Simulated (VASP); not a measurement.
# TaN (P-62m) in VASP: single point with r2SCAN

Aim: the single point of TaN with r2SCAN.

Everything below comes from runs of VASP 6.6.1. Logs are shortened: lines on timing, memory, paths and dates and some standing lists are left out, and cuts for length are marked.

### 1 The cell of the first run

The structure is hexagonal, space group P-62m (No. 189). The conventional cell has a = 5.200 Å, b = 5.200 Å, c = 2.765 Å, α = 90.00°, β = 90.00°, γ = 120.00°. Within 2.8 Å of Ta (site symmetry -6) lie 6 N at 2.12 Å and 2 Ta at 2.76 Å. Within 2.8 Å of Ta (site symmetry -62m) lie 3 N at 2.04 Å and 2 Ta at 2.76 Å. Within 2.8 Å of N (site symmetry m2m) lie 5 Ta at 2.04 to 2.12 Å and 6 N at 2.76 to 2.77 Å.

### 2 Single point, r2SCAN (strain +0.000 along x and y, -0.050 along z)

POSCAR reads:

```
TaN
1.0
    5.1996298250      0.0000000000      0.0000000000
   -2.5998149125      4.5030115188      0.0000000000
    0.0000000000      0.0000000000      2.7648413103
Ta N
3 3
Direct
    0.3333333333      0.6666666667      0.5000000000
    0.6666666667      0.3333333333      0.5000000000
    0.0000000000      0.0000000000      0.0000000000
    0.3924063645      0.0000000000      0.0000000000
    0.6075936355      0.6075936355      0.0000000000
    0.0000000000      0.3924063645      0.0000000000
```

INCAR.step1 reads:

```
SYSTEM = TaN
  PREC = Accurate
  ENCUT = 660
  ISMEAR = 0
  SIGMA = 0.15
  LREAL = .False.
  LASPH = .True.
  NELM = 120
  NBANDS = 33
  GGA = PE
  ALGO = Normal
  EDIFF = 1E-5
  LWAVE = .True.
  LCHARG = .False.
  GGA_COMPAT = .False.
```

INCAR.step2 reads:

```
SYSTEM = TaN
  PREC = Accurate
  ENCUT = 660
  EDIFF = 1E-6
  ISMEAR = 0
  SIGMA = 0.15
  LREAL = .False.
  LASPH = .True.
  NELM = 120
  ALGO = Normal
  ISIF = 2
  LWAVE = .False.
  LCHARG = .False.
  METAGGA = R2SCAN
  LMIXTAU = .True.
  NBANDS = 33
  ISTART = 1
  GGA_COMPAT = .False.
```

KPOINTS reads:

```
Automatic mesh
0
Gamma
  12 12 16
  0 0 0
```

Potentials or basis: VASP PAW PBE potentials, release 64 (Ta_pv, N).

Started as:

```console
$ cat potpaw_PBE.64/Ta_pv/POTCAR potpaw_PBE.64/N/POTCAR > POTCAR
$ cp INCAR.step1 INCAR
$ mpirun -np 1 vasp_std > vasp.out
$ cp INCAR.step2 INCAR
$ mpirun -np 1 vasp_std > vasp.out
```

OUTCAR:

```text
SYSTEM = TaN
   PREC = Accurate
   ENCUT = 660
   EDIFF = 1E-6
   ISMEAR = 0
   LREAL = .False.
   LASPH = .True.
   NELM = 120
   ISIF = 2
   METAGGA = R2SCAN
   ISTART = 1

 ion  position               nearest neighbor table
   1  0.333  0.667  0.500-   4 2.12   4 2.12   6 2.12   6 2.12   5 2.12   5 2.12   2 3.00   2 3.00
                             2 3.00   3 3.31   3 3.31   3 3.31   3 3.31   3 3.31   3 3.31
   2  0.667  0.333  0.500-   6 2.12   6 2.12   4 2.12   4 2.12   5 2.12   5 2.12   1 3.00   1 3.00
                             1 3.00   3 3.31   3 3.31   3 3.31   3 3.31   3 3.31   3 3.31
   3  0.000  0.000  0.000-   4 2.04   5 2.04   6 2.04   2 3.31   1 3.31   1 3.31   2 3.31   2 3.31
                             2 3.31   1 3.31   1 3.31   2 3.31   2 3.31   1 3.31   1 3.31
   4  0.392  0.000  0.000-   3 2.04   1 2.12   1 2.12   2 2.12   2 2.12
   5  0.608  0.608  0.000-   3 2.04   1 2.12   1 2.12   2 2.12   2 2.12
   6  0.000  0.392  0.000-   3 2.04   2 2.12   2 2.12   1 2.12   1 2.12

  LATTYP: Found a hexagonal cell.
 ALAT       =     5.1996298250
 C/A-ratio  =     0.5317381051

  Lattice vectors:

 A1 = (   5.1996298250,   0.0000000000,   0.0000000000)
 A2 = (  -2.5998149125,   4.5030115188,   0.0000000000)
 A3 = (   0.0000000000,   0.0000000000,   2.7648413103)

Analysis of symmetry for initial positions (statically):
=====================================================================
 Subroutine PRICEL returns:
 Original cell was already a primitive cell.

 Routine SETGRP: Setting up the symmetry group for a
 hexagonal supercell.

 Subroutine GETGRP returns: Found 12 space group operations
 (whereof 12 operations were pure point group operations)
 out of a pool of 24 trial point group operations.

The static configuration has the point symmetry D_3h.

Analysis of symmetry for dynamics (positions and initial velocities):
=====================================================================
 Subroutine PRICEL returns:
 Original cell was already a primitive cell.

 Routine SETGRP: Setting up the symmetry group for a
 hexagonal supercell.

 Subroutine GETGRP returns: Found 12 space group operations
 (whereof 12 operations were pure point group operations)
 out of a pool of 24 trial point group operations.

The dynamic configuration has the point symmetry D_3h.

 Subroutine INISYM returns: Found 12 space group operations
 (whereof 12 operations are pure point group operations),
 and found     1 'primitive' translations

----------------------------------------------------------------------------------------

                                     Primitive cell

  volume of cell :      64.7360

  direct lattice vectors                    reciprocal lattice vectors
     5.199629825  0.000000000  0.000000000     0.192321383  0.111036802  0.000000000
    -2.599814912  4.503011519  0.000000000     0.000000000  0.222073605  0.000000000
     0.000000000  0.000000000  2.764841310     0.000000000  0.000000000  0.361684411

  length of vectors
     5.199629825  5.199629825  2.764841310     0.222073605  0.222073605  0.361684411

  position of ions in fractional coordinates (direct lattice)
     0.333333333  0.666666667  0.500000000
     0.666666667  0.333333333  0.500000000
     0.000000000  0.000000000  0.000000000
     0.392406364  0.000000000  0.000000000
     0.607593636  0.607593636  0.000000000
     0.000000000  0.392406364  0.000000000

  ion indices of the primitive-cell ions
   primitive index   ion index
                 1           1
                 2           2
                 3           3
                 4           4
                 5           5
                 6           6

----------------------------------------------------------------------------------------

 KPOINTS: Automatic mesh

Automatic generation of k-mesh.
 Grid dimensions read from file:
 generate k-points for:   12   12   16

 Generating k-lattice:

  Cartesian coordinates                     Fractional coordinates (reciprocal lattice)
     0.016026782  0.009253067  0.000000000     0.083333333  0.000000000  0.000000000
     0.000000000  0.018506134  0.000000000     0.000000000  0.083333333  0.000000000
     0.000000000  0.000000000  0.022605276     0.000000000  0.000000000  0.062500000

  Length of vectors
     0.018506134  0.018506134  0.022605276

  Shift w.r.t. Gamma in fractional coordinates (k-lattice)
     0.000000000  0.000000000  0.000000000

 Subroutine IBZKPT returns following result:
 ===========================================

 Found    171 irreducible k-points:

 Following reciprocal coordinates:
            Coordinates               Weight
  0.000000  0.000000  0.000000      1.000000
  0.083333  0.000000  0.000000      6.000000
  0.166667  0.000000  0.000000      6.000000
  0.250000  0.000000  0.000000      6.000000
  0.333333  0.000000  0.000000      6.000000
  0.416667  0.000000  0.000000      6.000000
[... 16 lines left out ...]
  0.250000  0.000000  0.062500     12.000000
  0.333333  0.000000  0.062500     12.000000
 [... further k-points ...]
   k-points           NKPTS =    171   k-points in BZ     NKDIM =    171   number of bands    NBANDS=     33
   number of dos      NEDOS =    301   number of ions     NIONS =      6
   total plane-waves  NPLWV =  55296
   dimension x,y,z NGX =    48 NGY =   48 NGZ =   24
   dimension x,y,z NGXF=    96 NGYF=   96 NGZF=   48
   ions per type =               3   3
   NGX,Y,Z   is equivalent  to a cutoff of  15.35, 15.35, 14.43 a.u.
   NGXF,Y,Z  is equivalent  to a cutoff of  30.69, 30.69, 28.86 a.u.
 SYSTEM =  TaN
   PREC   = accura    normal or accurate (medium, high low for compatibility)
   ISTART =      1    job   : 0-new  1-cont  2-samecut
   ICHARG =      0    charge: 1-file 2-atom 10-const
   ISPIN  =      1    spin polarized calculation?
   LNONCOLLINEAR =      F non collinear calculations
   LSORBIT =      F    spin-orbit coupling
   LASPH  =      T    aspherical Exc in radial PAW
   ENCUT  =  660.0 eV  48.51 Ry    6.96 a.u.  10.89 10.89  5.79*2*pi/ulx,y,z
   NELM   =    120;   NELMIN=  2; NELMDL=  0     # of ELM steps
   EDIFF  = 0.1E-05   stopping-criterion for ELM
   LREAL  =      F    real-space projection
   EDIFFG = 0.1E-04   stopping-criterion for IOM
   NSW    =      0    number of steps for IOM
   IBRION =     -1    ionic relax: 0-MD 1-quasi-New 2-CG
   NFREE  =      0    steps in history (QN), initial steepest desc. (CG)
   ISIF   =      2    stress and relaxation
   ISYM   =      2    0-nonsym 1-usesym 2-fastsym
   POTIM  = 0.5000    time-step for ionic-motion
   TEBEG  =    0.0;   TEEND  =   0.0 temperature during run
   PSTRESS=    0.0 pullay stress
   NELECT =      48.0000    total number of electrons
   NUPDOWN=      -1.0000    fix difference up-down
   EMIN   =  10.00;   EMAX   =-10.00  energy-range for DOS
   EFERMI =   0.00;   METHOD = LEGACY
   ISMEAR =     0;   SIGMA  =   0.15  broadening in eV -4-tet -1-fermi 0-gaus
   EFERMI_NEDOS =   21; number of points for ismear=-14 and -15
   IALGO  =     38    algorithm
   IMIX   =      4    mixing-type and parameters
     AMIX     =   0.40;   BMIX     =  1.00
     AMIX_MAG =   1.60;   BMIX_MAG =  1.00
  volume/ion in A,a.u.               =      10.79        72.81
  Fermi-wavevector in a.u.,A,eV,Ry     =   1.481745  2.800091 29.872502  2.195567
  Thomas-Fermi vector in A             =   2.595617
   LORBIT       =      0    0 simple, 1 ext, 2 COOP (PROOUT), +10 PAW based schemes
   METAGGA = R2SCAN    functional components
   LHFCALC =     F    Hartree Fock is set to
   AEXX    =    0.0000 exact exchange contribution
   IVDW    =     0    specifies the selected vdW correction
   LEPSILON=     F    determine dielectric tensor
   LRPA    =     F    only Hartree local field effects (RPA)
 non-spin polarized calculation
 Gauss-broadening in eV      SIGMA  =   0.15
  energy-cutoff  :      660.00
  volume of cell :       64.74
 maximum number of plane-waves:      2526
 NGX is ok and might be reduce to    48
   NGX = 21   NGY = 21   NGZ = 11

 number of electron      48.0000006 magnetization

 Free energy of the ion-electron system (eV)
  ---------------------------------------------------
  ext. energy  EPLUGINS =         0.00000000
  ---------------------------------------------------
  free energy    TOTEN  =      -180.85845556 eV

  energy without entropy =     -180.85289851  energy(sigma->0) =     -180.85567704

 E-fermi :   8.9409     XC(G=0): -14.2835

 val. band max:        8.9268197331   @ k =   0.2500   0.0000   0.5000
 cond. band min:       8.9416227505   @ k =   0.2500   0.0000   0.4375
 fundamental gap:      0.0148030174
 Fermi energy:         8.9408886159

 k-point     1 :       0.0000    0.0000    0.0000
  band No.  band energies     occupation
      1     -28.7202      2.00000
      2     -28.7202      2.00000
      3     -28.3199      2.00000
      4     -28.3199      2.00000
      5     -27.9264      2.00000
      6     -27.8125      2.00000
[... 25 lines left out ...]
     32      12.7034      0.00000
     33      12.7034      0.00000

 k-point     2 :       0.0833    0.0000    0.0000
  band No.  band energies     occupation
      1     -28.7274      2.00000
      2     -28.7191      2.00000
      3     -28.3129      2.00000
      4     -28.3107      2.00000
      5     -27.9246      2.00000
      6     -27.8142      2.00000
[... 25 lines left out ...]
     32      12.6811      0.00000
     33      12.7584      0.00000

 k-point     3 :       0.1667    0.0000    0.0000
  band No.  band energies     occupation
      1     -28.7458      2.00000
      2     -28.7125      2.00000
      3     -28.3001      2.00000
      4     -28.2870      2.00000
      5     -27.9193      2.00000
      6     -27.8192      2.00000
[... 25 lines left out ...]
     32      12.6124      0.00000
     33      12.9115      0.00000

 k-point     4 :       0.2500    0.0000    0.0000
  band No.  band energies     occupation
      1     -28.7685      2.00000
      2     -28.6940      2.00000
      3     -28.2998      2.00000
      4     -28.2569      2.00000
      5     -27.9112      2.00000
      6     -27.8298      2.00000
[... 673 lines left out ...]
     32      12.6262      0.00000
     33      12.8331      0.00000

 k-point    23 :       0.2500    0.0000    0.0625
  band No.  band energies     occupation
      1     -28.7583      2.00000
      2     -28.6845      2.00000
      3     -28.2930      2.00000
      4     -28.2496      2.00000
      5     -27.9732      2.00000
      6     -27.8790      2.00000
[... 25 lines left out ...]
     32      12.7374      0.00000
     33      13.0505      0.00000

 k-point    24 :       0.3333    0.0000    0.0625
  band No.  band energies     occupation
      1     -28.7785      2.00000
      2     -28.6519      2.00000
      3     -28.3189      2.00000
      4     -28.2219      2.00000
      5     -27.9659      2.00000
      6     -27.8893      2.00000
[... 25 lines left out ...]
     32      13.0628      0.00000
     33      13.3179      0.00000

 [... further k-points ...]
[... 5 lines left out ...]
  --------------------------------------------------------------------------------------
  -------------------------------------------------------------------------------------
  Total        4.7664496      4.7664496     17.7656955      0.0000000     -0.0000000      0.0000000
  in kB      117.9668267    117.9668267    439.6905206      0.0000000     -0.0000000      0.0000000
  external PRESSURE =     225.2080580 kB  Pullay stress =       0.0000000 kB

 VOLUME and BASIS-vectors are now :
 -----------------------------------------------------------------------------
  energy-cutoff  :      660.00
  volume of cell :       64.74
      direct lattice vectors                 reciprocal lattice vectors
     5.199629825  0.000000000  0.000000000     0.192321383  0.111036802  0.000000000
    -2.599814912  4.503011519  0.000000000     0.000000000  0.222073605  0.000000000
     0.000000000  0.000000000  2.764841310     0.000000000  0.000000000  0.361684411

 POSITION                                       TOTAL-FORCE (eV/Angst)
 -----------------------------------------------------------------------------------
     -0.00000      3.00201      1.38242        -0.000000     -0.000000      0.000000
      2.59981      1.50100      1.38242        -0.000000      0.000000      0.000000
      0.00000      0.00000      0.00000        -0.000000      0.000000      0.000000
      2.04037      0.00000      0.00000        -0.088968     -0.000000     -0.000000
      1.57963      2.73600      0.00000         0.044484      0.077048     -0.000000
     -1.02018      1.76701      0.00000         0.044484     -0.077048      0.000000
 -----------------------------------------------------------------------------------
    total drift:                                0.000000      0.000000      0.000000

  FREE ENERGIE OF THE ION-ELECTRON SYSTEM (eV)
  ---------------------------------------------------
  free  energy   TOTEN  =      -180.8584555609 eV

  energy  without entropy=     -180.8528985115  energy(sigma->0) =     -180.85567704
```

Run time: 11 min. Hardware: 1 thread of Intel Xeon 6975P-C (Granite Rapids), shared host; peak memory 0.54 GiB.

What came out:

```
Free energy            : -180.8585 eV
Pressure               : 22.5 GPa
Largest force          : 0.089 eV/Å
Band gap on the k mesh : zero (bands 24 and 25 overlap by 3.48 eV)
```

Forces in eV/Å, atoms in the order of the input:
```
Ta   0.000  0.000  0.000
Ta   0.000  0.000  0.000
Ta   0.000  0.000  0.000
N   -0.089  0.000  0.000
N    0.044  0.077  0.000
N    0.044 -0.077  0.000
```

Stress tensor (GPa, compression positive):
```
11.80  0.00  0.00
 0.00 11.80  0.00
 0.00  0.00 43.97
```

Levels at points of the mesh, in eV from the Fermi level:
| k point | band 20 | band 21 | band 22 | band 23 | band 24 | band 25 | band 26 | band 27 | band 28 | band 29 |
| --- | --- | --- | --- | --- | --- | --- | --- | --- | --- | --- |
| (0.00, 0.00, 0.00) | -5.76 | -4.80 | -3.35 | -2.60 | -1.23 | -1.23 | 1.15 | 1.23 | 1.23 | 2.42 |
| (0.50, 0.00, 0.00) | -4.77 | -4.67 | -4.50 | -3.38 | -3.13 | 1.69 | 2.07 | 2.29 | 2.51 | 3.06 |
| (0.00, 0.00, 0.50) | -5.17 | -4.78 | -3.26 | -3.26 | 1.83 | 1.83 | 2.30 | 2.30 | 2.82 | 3.61 |
| (0.50, 0.00, 0.50) | -5.14 | -4.67 | -3.65 | -2.01 | -1.38 | 0.51 | 1.56 | 3.35 | 3.47 | 3.78 |

Caveat: the cell differs from its parent crystal (strain +0.000 along x and y, -0.050 along z); the cell stands under pressure; the PAW data sets were made with another functional, which shifts forces and pressure a little; spin-orbit coupling is left out, which moves the levels of the heavy elements.
